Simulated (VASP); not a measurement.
# Ag (P6_3/mmc) in VASP: a series of runs, part 2 of 2

VASP 6.6.1. The steps go on from the part before.

## (3) Single point, PBEsol

This run uses another cell than the first one, of 15.59 Å³/atom, 1.053 times its volume.

INCAR reads:

```
SYSTEM = Ag
ALGO = Normal
EDIFF = 1E-6
ENCUT = 520
GGA = PS
ISIF = 2
ISMEAR = -1
LASPH = .True.
LCHARG = .False.
LREAL = .False.
LWAVE = .False.
NBANDS = 18
NELM = 100
PREC = Accurate
SIGMA = 0.05
```

KPOINTS reads:

```
k-points
0
Gamma
  10 10 6
  0 0 0
```

POSCAR reads:

```
Ag
1.0
    2.8073873591      0.0000000000      0.0000000000
   -1.4036936795      2.4312687712      0.0000000000
    0.0000000000      0.0000000000      4.5684674899
Ag
2
Direct
    0.6666666667      0.3333333333      0.7500000000
    0.3333333333      0.6666666667      0.2500000000
```

Potentials or basis: VASP PAW PBE potentials, release 64 (Ag).

Run with:

```sh
$ cat potpaw_PBE.64/Ag/POTCAR > POTCAR
$ mpirun -np 1 vasp_std > vasp.out
```

OUTCAR:

```text
SYSTEM = Ag
   EDIFF = 1E-6
   ENCUT = 520
   GGA = PS
   ISIF = 2
   ISMEAR = -1
   LASPH = .True.
   LREAL = .False.
   NELM = 100
   PREC = Accurate

 ion  position               nearest neighbor table
   1  0.667  0.333  0.750-   2 2.80   2 2.80   2 2.80   2 2.80   2 2.80   2 2.80
   2  0.333  0.667  0.250-   1 2.80   1 2.80   1 2.80   1 2.80   1 2.80   1 2.80

  LATTYP: Found a hexagonal cell.
 ALAT       =     2.8073873591
 C/A-ratio  =     1.6273021516

  Lattice vectors:

 A1 = (   2.8073873591,   0.0000000000,   0.0000000000)
 A2 = (  -1.4036936795,   2.4312687712,   0.0000000000)
 A3 = (   0.0000000000,   0.0000000000,   4.5684674899)

Analysis of symmetry for initial positions (statically):
=====================================================================
 Subroutine PRICEL returns:
 Original cell was already a primitive cell.

 Routine SETGRP: Setting up the symmetry group for a
 hexagonal supercell.

 Subroutine GETGRP returns: Found 24 space group operations
 (whereof 12 operations were pure point group operations)
 out of a pool of 24 trial point group operations.

The static configuration has the point symmetry D_3d.
 The point group associated with its full space group is D_6h.

Analysis of symmetry for dynamics (positions and initial velocities):
=====================================================================
 Subroutine PRICEL returns:
 Original cell was already a primitive cell.

 Routine SETGRP: Setting up the symmetry group for a
 hexagonal supercell.

 Subroutine GETGRP returns: Found 24 space group operations
 (whereof 12 operations were pure point group operations)
 out of a pool of 24 trial point group operations.

The dynamic configuration has the point symmetry D_3d.
 The point group associated with its full space group is D_6h.

 Subroutine INISYM returns: Found 24 space group operations
[... 106 lines left out ...]
   TEBEG  =    0.0;   TEEND  =   0.0 temperature during run
   PSTRESS=    0.0 pullay stress
   NELECT =      22.0000    total number of electrons
   NUPDOWN=      -1.0000    fix difference up-down
   EMIN   =  10.00;   EMAX   =-10.00  energy-range for DOS
   EFERMI =   0.00;   METHOD = LEGACY
   ISMEAR =    -1;   SIGMA  =   0.05  broadening in eV -4-tet -1-fermi 0-gaus
   EFERMI_NEDOS =   21; number of points for ismear=-14 and -15
   IALGO  =     38    algorithm
   IMIX   =      4    mixing-type and parameters
     AMIX     =   0.40;   BMIX     =  1.00
     AMIX_MAG =   1.60;   BMIX_MAG =  1.00
  volume/ion in A,a.u.               =      15.59       105.21
  Fermi-wavevector in a.u.,A,eV,Ry     =   1.457406  2.754097 28.899198  2.124031
  Thomas-Fermi vector in A             =   2.574211
   LORBIT       =      0    0 simple, 1 ext, 2 COOP (PROOUT), +10 PAW based schemes
   GGA     = PS    functional components
   LHFCALC =     F    Hartree Fock is set to
   AEXX    =    0.0000 exact exchange contribution
   IVDW    =     0    specifies the selected vdW correction
   LEPSILON=     F    determine dielectric tensor
   LRPA    =     F    only Hartree local field effects (RPA)
 non-spin polarized calculation
  energy-cutoff  :      520.00
  volume of cell :       31.18
 maximum number of plane-waves:       852
 NGX is ok and might be reduce to    24
   NGX = 11   NGY = 11   NGZ = 17

 number of electron      22.0000002 magnetization

 Free energy of the ion-electron system (eV)
  ---------------------------------------------------
  ext. energy  EPLUGINS =         0.00000000
  ---------------------------------------------------
  free energy    TOTEN  =        -6.53261896 eV

  energy without entropy =       -6.52654266  energy(sigma->0) =       -6.52958081

 E-fermi :   9.5089     XC(G=0): -12.9526

 val. band max:        9.3873634905   @ k =   0.3000   0.0000   0.3333
 cond. band min:       9.5265215657   @ k =   0.5000  -0.0000   0.1667
 fundamental gap:      0.1391580752
 Fermi energy:         9.5089097958

 k-point     1 :       0.0000    0.0000    0.0000
  band No.  band energies     occupation
      1       1.0213      2.00000
      2       2.5473      2.00000
      3       4.4336      2.00000
      4       4.5255      2.00000
      5       4.5255      2.00000
      6       4.8149      2.00000
[... 481 lines left out ...]
      5       4.4226      2.00000
      6       5.1425      2.00000
[... 10 lines left out ...]
     17      22.6485      0.00000
     18      24.5942      0.00000

 [... further k-points ...]
[... 5 lines left out ...]
  --------------------------------------------------------------------------------------
  -------------------------------------------------------------------------------------
  Total        1.8914865      1.8914865      1.8854140      0.0000000      0.0000000      0.0000000
  in kB       97.1869539     97.1869539     96.8749419      0.0000000      0.0000000      0.0000000
  external PRESSURE =      97.0829499 kB  Pullay stress =       0.0000000 kB

 VOLUME and BASIS-vectors are now :
 -----------------------------------------------------------------------------
  energy-cutoff  :      520.00
  volume of cell :       31.18
      direct lattice vectors                 reciprocal lattice vectors
     2.807387359  0.000000000  0.000000000     0.356203071  0.205653939  0.000000000
    -1.403693679  2.431268771  0.000000000     0.000000000  0.411307878  0.000000000
     0.000000000  0.000000000  4.568467490     0.000000000  0.000000000  0.218891784

 POSITION                                       TOTAL-FORCE (eV/Angst)
 -----------------------------------------------------------------------------------
      1.40369      0.81042      3.42635        -0.000000      0.000000     -0.000000
     -0.00000      1.62085      1.14212         0.000000     -0.000000      0.000000
 -----------------------------------------------------------------------------------
    total drift:                               -0.000000      0.000000     -0.000000

  FREE ENERGIE OF THE ION-ELECTRON SYSTEM (eV)
  ---------------------------------------------------
  free  energy   TOTEN  =        -6.5326189610 eV

  energy  without entropy=       -6.5265426561  energy(sigma->0) =       -6.52958081
```

Run time: 9.4 s. Hardware: 1 thread of Intel Xeon 6975P-C (Granite Rapids), shared host; peak memory 0.16 GiB.

Results:

- Free energy: -6.5326 eV
- Pressure: 9.7 GPa
- Band gap on the k mesh: zero (band 11 reaches 12.86 eV, above the bottom of band 12 at 6.05 eV)

Levels at points of the mesh, in eV from the Fermi level:
| k point | band 9 | band 10 | band 11 | band 12 | band 13 | band 14 |
| --- | --- | --- | --- | --- | --- | --- |
| (0.00, 0.00, 0.00) | -4.30 | -3.09 | -3.09 | -0.66 | 4.18 | 15.84 |
| (0.50, 0.00, 0.00) | -2.85 | -2.77 | 0.09 | 1.78 | 7.33 | 7.57 |
| (0.00, 0.00, 0.50) | -3.46 | -3.46 | -3.46 | -3.46 | 11.92 | 11.92 |
| (0.50, 0.00, 0.50) | -2.84 | -2.84 | 0.63 | 0.63 | 5.14 | 5.14 |

Caveat: the PAW data sets were made with another functional, which shifts forces and pressure a little.

## (4) Single point, PBEsol

This run uses another cell than the first one, of 16.10 Å³/atom, 1.087 times its volume.

INCAR reads:

```
ALGO = Normal
EDIFF = 1E-6
ENCUT = 520
GGA = PS
ISIF = 2
ISMEAR = -1
LASPH = True
LCHARG = False
LREAL = False
LWAVE = False
NBANDS = 18
NELM = 60
PREC = Accurate
SIGMA = 0.05
```

KPOINTS reads:

```
k-points
0
Gamma
  10 10 6
```

POSCAR reads:

```
Ag
1.0
    2.8376353075      0.0000000000      0.0000000000
   -1.4188176538      2.4574642630      0.0000000000
    0.0000000000      0.0000000000      4.6163881288
Ag
2
Direct
    0.6666666667      0.3333333333      0.7500000000
    0.3333333333      0.6666666667      0.2500000000
```

Run with:

```sh
$ cat potpaw_PBE.64/Ag/POTCAR > POTCAR
$ mpirun -np 1 vasp_std > vasp.out
```

It took 8.5 s on 1 thread of Intel Xeon 6975P-C (Granite Rapids), shared host; peak memory 0.16 GiB.

The run converged. Its results:

* Free energy: -6.5784 eV
* Pressure: 4.8 GPa
* Band gap on the k mesh: zero (band 11 reaches 12.30 eV, above the bottom of band 12 at 5.61 eV)

Levels at points of the mesh, in eV from the Fermi level:
```tsv
k point	band 7	band 8	band 9	band 10	band 11	band 12	band 13	band 14	band 15	band 16
(0.00, 0.00, 0.00)	-4.59	-4.22	-4.22	-3.07	-3.07	-0.57	3.99	15.76	17.86	18.13
(0.50, 0.00, 0.00)	-3.94	-2.93	-2.85	-2.77	0.09	1.69	7.17	7.42	9.95	10.85
(0.00, 0.00, 0.50)	-4.75	-4.75	-3.42	-3.42	-3.42	-3.42	11.67	11.67	16.16	16.16
(0.50, 0.00, 0.50)	-3.14	-3.14	-2.83	-2.83	0.66	0.66	4.94	4.94	14.04	14.04
```

Caveat: the PAW data sets were made with another functional, which shifts forces and pressure a little.

## (5) Overview

```tsv
cell	gap on the mesh (eV)	pressure (GPa)
a = 2.760, b = 2.760, c = 4.491 Å, angles 90.0, 90.0, 120.0°, 2 atoms	none	19.6
a = 2.807, b = 2.807, c = 4.568 Å, angles 90.0, 90.0, 120.0°, 2 atoms	none	9.7
a = 2.838, b = 2.838, c = 4.616 Å, angles 90.0, 90.0, 120.0°, 2 atoms	none	4.8
```

Alike in all rows: task single point; level PBEsol; potentials or basis VASP PAW PBE potentials, release 64 (Ag); no spin polarisation; k mesh 10 × 10 × 6; cutoff (eV) 520; smearing fermi-dirac 0.05 eV.

Caveats: the PAW data sets were made with another functional, which shifts forces and pressure a little.

Total energies depend on the potentials used, so only differences within one code and one set of settings carry meaning.
